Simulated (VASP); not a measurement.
# Br (Fd-3m) in VASP: further runs

The runs below take Br through single point, with LDA.

Program: VASP 6.6.1. These are calculated values, not measurements. Logs are shortened: lines on timing, memory, paths and dates and some standing lists are left out, and cuts for length are marked.

## (1) The cell of the first run

The structure is cubic, space group Fd-3m (No. 227). The conventional cell has a = 5.512 Å, b = 5.512 Å, c = 5.512 Å, α = 90.00°, β = 90.00°, γ = 90.00°. Br (site symmetry -43m) has 4 Br at 2.39 Å within 3.2 Å.

## (2) Single point, LDA

INCAR reads:

```
PREC = Accurate
ENCUT = 520
EDIFF = 1E-6
ISMEAR = -1
SIGMA = 0.08
LREAL = F
LASPH = T
NELM = 60
ALGO = Normal
ISIF = 2
LWAVE = F
LCHARG = F
NBANDS = 14
```

KPOINTS reads:

```
regular mesh
0
Gamma
  11 11 11
```

POSCAR reads:

```
Br
1.0
    0.0000000000      2.7561564780      2.7561564780
    2.7561564780      0.0000000000      2.7561564780
    2.7561564780      2.7561564780      0.0000000000
Br
2
Direct
   -0.1250000000     -0.1250000000     -0.1250000000
    0.1250000000      0.1250000000      0.1250000000
```

Potentials or basis: VASP PAW LDA potentials, release 64 (Br).

Started as:

```sh
$ cat potpaw_LDA.64/Br/POTCAR > POTCAR
$ mpirun -np 1 vasp_std > vasp.out
```

OUTCAR:

```text
PREC = Accurate
   ENCUT = 520
   EDIFF = 1E-6
   ISMEAR = -1
   LREAL = F
   LASPH = T
   NELM = 60
   ISIF = 2

 ion  position               nearest neighbor table
   1  0.875  0.875  0.875-   2 2.39   2 2.39   2 2.39   2 2.39
   2  0.125  0.125  0.125-   1 2.39   1 2.39   1 2.39   1 2.39

  LATTYP: Found a face centered cubic cell.
 ALAT       =     5.5123129560

  Lattice vectors:

 A1 = (   0.0000000000,   2.7561564780,   2.7561564780)
 A2 = (   2.7561564780,   0.0000000000,   2.7561564780)
 A3 = (   2.7561564780,   2.7561564780,   0.0000000000)

Analysis of symmetry for initial positions (statically):
=====================================================================
 Subroutine PRICEL returns:
 Original cell was already a primitive cell.

 Routine SETGRP: Setting up the symmetry group for a
 face centered cubic supercell.

 Subroutine GETGRP returns: Found 48 space group operations
 (whereof 12 operations were pure point group operations)
 out of a pool of 48 trial point group operations.

The static configuration has the point symmetry D_3d.
 The point group associated with its full space group is O_h .

Analysis of symmetry for dynamics (positions and initial velocities):
=====================================================================
 Subroutine PRICEL returns:
 Original cell was already a primitive cell.

 Routine SETGRP: Setting up the symmetry group for a
 face centered cubic supercell.

 Subroutine GETGRP returns: Found 48 space group operations
 (whereof 12 operations were pure point group operations)
 out of a pool of 48 trial point group operations.

The dynamic configuration has the point symmetry D_3d.
 The point group associated with its full space group is O_h .

 Subroutine INISYM returns: Found 48 space group operations
 (whereof 12 operations are pure point group operations),
 and found     1 'primitive' translations

----------------------------------------------------------------------------------------

                                     Primitive cell

  volume of cell :      41.8737

  direct lattice vectors                    reciprocal lattice vectors
     0.000000000  2.756156478  2.756156478    -0.181412051  0.181412051  0.181412051
     2.756156478  0.000000000  2.756156478     0.181412051 -0.181412051  0.181412051
     2.756156478  2.756156478  0.000000000     0.181412051  0.181412051 -0.181412051

  length of vectors
     3.897793871  3.897793871  3.897793871     0.314214890  0.314214890  0.314214890

  position of ions in fractional coordinates (direct lattice)
     0.875000000  0.875000000  0.875000000
     0.125000000  0.125000000  0.125000000

  ion indices of the primitive-cell ions
   primitive index   ion index
                 1           1
                 2           2

----------------------------------------------------------------------------------------

 KPOINTS: regular mesh

Automatic generation of k-mesh.
 Grid dimensions read from file:
 generate k-points for:   11   11   11

 Generating k-lattice:

  Cartesian coordinates                     Fractional coordinates (reciprocal lattice)
    -0.016492005  0.016492005  0.016492005     0.090909091  0.000000000  0.000000000
     0.016492005 -0.016492005  0.016492005     0.000000000  0.090909091  0.000000000
     0.016492005  0.016492005 -0.016492005     0.000000000  0.000000000  0.090909091

  Length of vectors
     0.028564990  0.028564990  0.028564990

  Shift w.r.t. Gamma in fractional coordinates (k-lattice)
     0.000000000  0.000000000  0.000000000

 Subroutine IBZKPT returns following result:
 ===========================================

 Found     56 irreducible k-points:

 Following reciprocal coordinates:
            Coordinates               Weight
  0.000000  0.000000  0.000000      1.000000
  0.090909  0.000000  0.000000      8.000000
  0.181818  0.000000  0.000000      8.000000
  0.272727  0.000000  0.000000      8.000000
  0.363636  0.000000  0.000000      8.000000
  0.454545  0.000000  0.000000      8.000000
[... 16 lines left out ...]
 -0.272727  0.181818  0.000000     24.000000
 -0.181818  0.181818  0.000000     12.000000
 [... further k-points ...]
   k-points           NKPTS =     56   k-points in BZ     NKDIM =     56   number of bands    NBANDS=     14
   number of dos      NEDOS =    301   number of ions     NIONS =      2
   total plane-waves  NPLWV =  27000
   dimension x,y,z NGX =    30 NGY =   30 NGZ =   30
   dimension x,y,z NGXF=    60 NGYF=   60 NGZF=   60
   ions per type =               2
   NGX,Y,Z   is equivalent  to a cutoff of  12.80, 12.80, 12.80 a.u.
   NGXF,Y,Z  is equivalent  to a cutoff of  25.59, 25.59, 25.59 a.u.
 SYSTEM =  unknown system
   PREC   = accura    normal or accurate (medium, high low for compatibility)
   ISTART =      0    job   : 0-new  1-cont  2-samecut
   ICHARG =      2    charge: 1-file 2-atom 10-const
   ISPIN  =      1    spin polarized calculation?
   LNONCOLLINEAR =      F non collinear calculations
   LSORBIT =      F    spin-orbit coupling
   LASPH  =      T    aspherical Exc in radial PAW
   ENCUT  =  520.0 eV  38.22 Ry    6.18 a.u.   7.25  7.25  7.25*2*pi/ulx,y,z
   NELM   =     60;   NELMIN=  2; NELMDL= -5     # of ELM steps
   EDIFF  = 0.1E-05   stopping-criterion for ELM
   LREAL  =      F    real-space projection
   EDIFFG = 0.1E-04   stopping-criterion for IOM
   NSW    =      0    number of steps for IOM
   IBRION =     -1    ionic relax: 0-MD 1-quasi-New 2-CG
   NFREE  =      0    steps in history (QN), initial steepest desc. (CG)
   ISIF   =      2    stress and relaxation
   ISYM   =      2    0-nonsym 1-usesym 2-fastsym
   POTIM  = 0.5000    time-step for ionic-motion
   TEBEG  =    0.0;   TEEND  =   0.0 temperature during run
   PSTRESS=    0.0 pullay stress
   NELECT =      14.0000    total number of electrons
   NUPDOWN=      -1.0000    fix difference up-down
   EMIN   =  10.00;   EMAX   =-10.00  energy-range for DOS
   EFERMI =   0.00;   METHOD = LEGACY
   ISMEAR =    -1;   SIGMA  =   0.08  broadening in eV -4-tet -1-fermi 0-gaus
   EFERMI_NEDOS =   21; number of points for ismear=-14 and -15
   IALGO  =     38    algorithm
   IMIX   =      4    mixing-type and parameters
     AMIX     =   0.40;   BMIX     =  1.00
     AMIX_MAG =   1.60;   BMIX_MAG =  1.00
  volume/ion in A,a.u.               =      20.94       141.29
  Fermi-wavevector in a.u.,A,eV,Ry     =   1.136241  2.147183 17.565703  1.291043
  Thomas-Fermi vector in A             =   2.272946
   LORBIT       =      0    0 simple, 1 ext, 2 COOP (PROOUT), +10 PAW based schemes
   GGA     = CA    functional components
   LHFCALC =     F    Hartree Fock is set to
   AEXX    =    0.0000 exact exchange contribution
   IVDW    =     0    specifies the selected vdW correction
   LEPSILON=     F    determine dielectric tensor
   LRPA    =     F    only Hartree local field effects (RPA)
 non-spin polarized calculation
  energy-cutoff  :      520.00
  volume of cell :       41.87
 maximum number of plane-waves:      1143
 NGX is ok and might be reduce to    30

 number of electron      14.0000001 magnetization

 Free energy of the ion-electron system (eV)
  ---------------------------------------------------
  ext. energy  EPLUGINS =         0.00000000
  ---------------------------------------------------
  free energy    TOTEN  =         0.22658373 eV

  energy without entropy =        0.26586969  energy(sigma->0) =        0.24622671

 E-fermi :   6.2738     XC(G=0): -10.3109

 val. band max:        6.2488591489   @ k =  -0.4545   0.3636   0.1818
 cond. band min:       6.3147528359   @ k =  -0.2727   0.3636   0.0909
 fundamental gap:      0.0658936870
 Fermi energy:         6.2737695830

 k-point     1 :       0.0000    0.0000    0.0000
  band No.  band energies     occupation
      1     -14.4986      2.00000
      2      -6.1548      2.00000
      3      -0.2514      2.00000
      4      -0.2514      2.00000
      5      -0.2514      2.00000
      6       3.3993      2.00000
      7       3.3993      2.00000
      8       3.3993      2.00000
      9       9.9253      0.00000
     10      13.2368      0.00000
     11      13.2368      0.00000
     12      15.8859      0.00000
     13      15.8859      0.00000
     14      15.8859      0.00000

 k-point     2 :       0.0909    0.0000    0.0000
  band No.  band energies     occupation
      1     -14.4180      2.00000
      2      -6.4548      2.00000
      3      -0.3586      2.00000
      4      -0.3586      2.00000
      5      -0.2075      2.00000
      6       3.5637      2.00000
      7       3.5637      2.00000
      8       3.5689      2.00000
      9      10.2848      0.00000
     10      12.9220      0.00000
     11      12.9220      0.00000
     12      15.5553      0.00000
     13      16.5531      0.00000
     14      16.5531      0.00000

 k-point     3 :       0.1818    0.0000    0.0000
  band No.  band energies     occupation
      1     -14.1832      2.00000
      2      -7.2035      2.00000
      3      -0.6088      2.00000
      4      -0.6088      2.00000
      5      -0.2175      2.00000
      6       3.9570      2.00000
      7       3.9570      2.00000
      8       4.1720      2.00000
      9      11.1335      0.00000
     10      12.5246      0.00000
     11      12.5246      0.00000
     12      15.0821      0.00000
     13      17.9908      0.00000
     14      17.9908      0.00000

 k-point     4 :       0.2727    0.0000    0.0000
  band No.  band energies     occupation
      1     -13.8202      2.00000
      2      -8.1295      2.00000
      3      -0.8805      2.00000
      4      -0.8805      2.00000
      5      -0.3693      2.00000
      6       4.3865      2.00000
      7       4.3865      2.00000
      8       5.2077      2.00000
      9      11.8538      0.00000
     10      12.5065      0.00000
     11      12.5065      0.00000
     12      15.0082      0.00000
     13      19.0635      0.00000
     14      19.1760      0.00000

 k-point     5 :       0.3636    0.0000    0.0000
  band No.  band energies     occupation
      1     -13.3948      2.00000
      2      -9.0000      2.00000
      3      -1.0933      2.00000
      4      -1.0933      2.00000
      5      -0.5554      2.00000
      6       4.7047      2.00000
      7       4.7047      2.00000
      8       6.4279      0.25436
      9      12.1079      0.00000
     10      12.9938      0.00000
     11      12.9938      0.00000
[... 276 lines left out ...]
 k-point    22 :      -0.3636    0.1818    0.0000
  band No.  band energies     occupation
      1     -12.8636      2.00000
      2      -9.7982      2.00000
      3      -2.5630      2.00000
      4      -1.3752      2.00000
      5       1.0204      2.00000
      6       4.8588      2.00000
      7       5.3438      1.99998
      8       6.6880      0.01122
      9      11.4678      0.00000
     10      12.5345      0.00000
     11      13.6308      0.00000
     12      15.6254      0.00000
     13      18.1648      0.00000
     14      18.5694      0.00000

 k-point    23 :      -0.2727    0.1818    0.0000
  band No.  band energies     occupation
      1     -13.2689      2.00000
      2      -9.1545      2.00000
      3      -2.3621      2.00000
      4      -1.1095      2.00000
      5       0.9249      2.00000
      6       4.7086      2.00000
      7       4.8806      2.00000
      8       6.0496      1.88553
      9      11.8422      0.00000
     10      12.1527      0.00000
     11      13.3985      0.00000
     12      16.1553      0.00000
     13      17.7172      0.00000
     14      19.0814      0.00000

 k-point    24 :      -0.1818    0.1818    0.0000
  band No.  band energies     occupation
      1     -13.6857      2.00000
      2      -8.3796      2.00000
      3      -1.9252      2.00000
      4      -0.8220      2.00000
      5       0.6774      2.00000
      6       4.2669      2.00000
      7       4.3753      2.00000
      8       5.5330      1.99981
      9      11.6523      0.00000
     10      12.2751      0.00000
     11      12.9153      0.00000
     12      16.6000      0.00000
     13      17.5787      0.00000
     14      18.2847      0.00000

 [... further k-points ...]
[... 5 lines left out ...]
  --------------------------------------------------------------------------------------
  -------------------------------------------------------------------------------------
  Total       12.7232114     12.7232114     12.7232114      0.0000000     -0.0000000      0.0000000
  in kB      486.8169820    486.8169820    486.8169820      0.0000000     -0.0000000      0.0000000
  external PRESSURE =     486.8169820 kB  Pullay stress =       0.0000000 kB

 VOLUME and BASIS-vectors are now :
 -----------------------------------------------------------------------------
  energy-cutoff  :      520.00
  volume of cell :       41.87
      direct lattice vectors                 reciprocal lattice vectors
     0.000000000  2.756156478  2.756156478    -0.181412051  0.181412051  0.181412051
     2.756156478  0.000000000  2.756156478     0.181412051 -0.181412051  0.181412051
     2.756156478  2.756156478  0.000000000     0.181412051  0.181412051 -0.181412051

 POSITION                                       TOTAL-FORCE (eV/Angst)
 -----------------------------------------------------------------------------------
      4.82327      4.82327      4.82327        -0.000000     -0.000000      0.000000
      0.68904      0.68904      0.68904         0.000000      0.000000      0.000000
 -----------------------------------------------------------------------------------
    total drift:                               -0.000000      0.000000      0.000000

  FREE ENERGIE OF THE ION-ELECTRON SYSTEM (eV)
  ---------------------------------------------------
  free  energy   TOTEN  =         0.2265837250 eV

  energy  without entropy=        0.2658696936  energy(sigma->0) =        0.24622671
```

Wall time 33 s (1 thread of Intel Xeon Platinum 8259CL at 2.50GHz (Skylake/Cascade Lake), shared host); peak memory 0.16 GiB.

What came out:

```yaml
Free_energy: 0.2266 eV
Pressure: 48.7 GPa
Band_gap_on_the_k_mesh: zero (band 7 reaches 7.77 eV, above the bottom of band 8 at 3.40 eV)
```

## (3) Single point, LDA

INCAR reads:

```
SYSTEM = Br
PREC = Accurate
ENCUT = 520
EDIFF = 1E-7
ISMEAR = -1
SIGMA = 0.08
LREAL = .False.
LASPH = .True.
NELM = 60
ALGO = Normal
ISIF = 2
LWAVE = .False.
LCHARG = .False.
NBANDS = 14
```

KPOINTS reads:

```
regular mesh
0
Gamma
  11 11 11
  0 0 0
```

POSCAR is that of step 2.

Potentials or basis: VASP PAW LDA potentials, release 64 (Br).

Started as:

```sh
$ cat potpaw_LDA.64/Br/POTCAR > POTCAR
$ mpirun -np 1 vasp_std > vasp.out
```

Run time: 34 s. Hardware: 1 thread of Intel Xeon Platinum 8259CL at 2.50GHz (Skylake/Cascade Lake), shared host; peak memory 0.15 GiB.

The run converged. Its results:

- Free energy: 0.2266 eV
- Pressure: 48.7 GPa
- Band gap on the k mesh: zero (band 7 reaches 7.77 eV, above the bottom of band 8 at 3.40 eV)

Levels at points of the mesh, in eV from the Fermi level:
```tsv
k point	band 3	band 4	band 5	band 6	band 7	band 8	band 9	band 10	band 11	band 12
(0.00, 0.00, 0.00)	-6.53	-6.53	-6.53	-2.87	-2.87	-2.87	3.65	6.96	6.96	9.61
```

## (4) Single point, LDA

INCAR reads:

```
ALGO = Normal
EDIFF = 1E-7
ENCUT = 520
GGA = CA
ISIF = 2
ISMEAR = -1
LASPH = True
LCHARG = False
LREAL = False
LWAVE = False
NBANDS = 14
NELM = 60
PREC = Accurate
SIGMA = 0.08
```

KPOINTS reads:

```
k-points
0
Gamma
  11 11 11
```

POSCAR is that of step 3.

Potentials or basis: VASP PAW LDA potentials, release 64 (Br).

Started as:

```sh
$ cat potpaw_LDA.64/Br/POTCAR > POTCAR
$ mpirun -np 1 vasp_std > vasp.out
```

OUTCAR:

```text
EDIFF = 1E-7
   ENCUT = 520
   GGA = CA
   ISIF = 2
   ISMEAR = -1
   LASPH = True
   LREAL = False
   NELM = 60
   PREC = Accurate

 ion  position               nearest neighbor table
   1  0.875  0.875  0.875-   2 2.39   2 2.39   2 2.39   2 2.39
   2  0.125  0.125  0.125-   1 2.39   1 2.39   1 2.39   1 2.39

  LATTYP: Found a face centered cubic cell.
 ALAT       =     5.5123129560

  Lattice vectors:

 A1 = (   0.0000000000,   2.7561564780,   2.7561564780)
[... 585 lines left out ...]
      7       4.3752      2.00000
      8       5.5330      1.99981
      9      11.6523      0.00000
     10      12.2751      0.00000
     11      12.9153      0.00000
     12      16.6000      0.00000
     13      17.5787      0.00000
     14      18.2847      0.00000

 [... further k-points ...]
[... 5 lines left out ...]
  --------------------------------------------------------------------------------------
  -------------------------------------------------------------------------------------
  Total       12.7239488     12.7239488     12.7239488     -0.0000000     -0.0000000      0.0000000
  in kB      486.8451945    486.8451945    486.8451945     -0.0000000     -0.0000000      0.0000000
  external PRESSURE =     486.8451945 kB  Pullay stress =       0.0000000 kB

 VOLUME and BASIS-vectors are now :
 -----------------------------------------------------------------------------
  energy-cutoff  :      520.00
  volume of cell :       41.87
      direct lattice vectors                 reciprocal lattice vectors
     0.000000000  2.756156478  2.756156478    -0.181412051  0.181412051  0.181412051
     2.756156478  0.000000000  2.756156478     0.181412051 -0.181412051  0.181412051
     2.756156478  2.756156478  0.000000000     0.181412051  0.181412051 -0.181412051

 POSITION                                       TOTAL-FORCE (eV/Angst)
 -----------------------------------------------------------------------------------
      4.82327      4.82327      4.82327         0.000000     -0.000000     -0.000000
      0.68904      0.68904      0.68904        -0.000000      0.000000      0.000000
 -----------------------------------------------------------------------------------
    total drift:                               -0.000000      0.000000      0.000000

  FREE ENERGIE OF THE ION-ELECTRON SYSTEM (eV)
  ---------------------------------------------------
  free  energy   TOTEN  =         0.2265836970 eV

  energy  without entropy=        0.2658699475  energy(sigma->0) =        0.24622682
```

OSZICAR:

```text
N       E                     dE             d eps       ncg     rms          rms(c)
DAV:   1     0.736379704491E+02    0.73638E+02   -0.62377E+03  1568   0.878E+02
DAV:   2     0.411044764757E+01   -0.69528E+02   -0.64321E+02  2162   0.157E+02
DAV:   3     0.234750415087E+00   -0.38757E+01   -0.38366E+01  1988   0.398E+01
DAV:   4     0.208714555606E+00   -0.26036E-01   -0.26031E-01  1820   0.384E+00
DAV:   5     0.208509563799E+00   -0.20499E-03   -0.20498E-03  2006   0.336E-01    0.298E+01
DAV:   6     0.222186976627E+00    0.13677E-01   -0.83675E-03  1814   0.507E-01    0.177E+01
DAV:   7     0.226233449708E+00    0.40465E-02   -0.10081E-02  1910   0.559E-01    0.169E-01
DAV:   8     0.226580706597E+00    0.34726E-03   -0.75080E-04  1820   0.158E-01    0.312E-02
DAV:   9     0.226583604062E+00    0.28975E-05   -0.42973E-05  2060   0.381E-02    0.280E-02
DAV:  10     0.226583721563E+00    0.11750E-06   -0.97849E-07  1850   0.607E-03    0.596E-03
DAV:  11     0.226583697037E+00   -0.24526E-07   -0.52297E-08  1444   0.161E-03
   1 F= 0.22658370E+00 E0= 0.24622682E+00  d E =-.392863E-01
```

stdout:

```text
POSCAR found type information on POSCAR Br
 POSCAR found :  1 types and       2 ions
 scaLAPACK will be used
 LDA part: xc-table for (Slater(with rela. corr.)+CA(PZ))
 , standard interpolation
 POSCAR, INCAR and KPOINTS ok, starting setup
 FFT: planning ... GRIDC
 FFT: planning ... GRID_SOFT
 FFT: planning ... GRID
 WAVECAR not read
 entering main loop
```

Run time: 37 s. Hardware: 1 thread of Intel Xeon Platinum 8259CL at 2.50GHz (Skylake/Cascade Lake), shared host; peak memory 0.16 GiB.

What came out:

| Property | Result |
| --- | --- |
| Free energy | 0.2266 eV |
| Pressure | 48.7 GPa |
| Band gap on the k mesh | zero (band 7 reaches 7.77 eV, above the bottom of band 8 at 3.40 eV) |

Levels at points of the mesh, in eV from the Fermi level:
```tsv
k point	band 4	band 5	band 6	band 7	band 8	band 9	band 10	band 11
(0.00, 0.00, 0.00)	-6.53	-6.53	-2.87	-2.87	-2.87	3.65	6.96	6.96
```
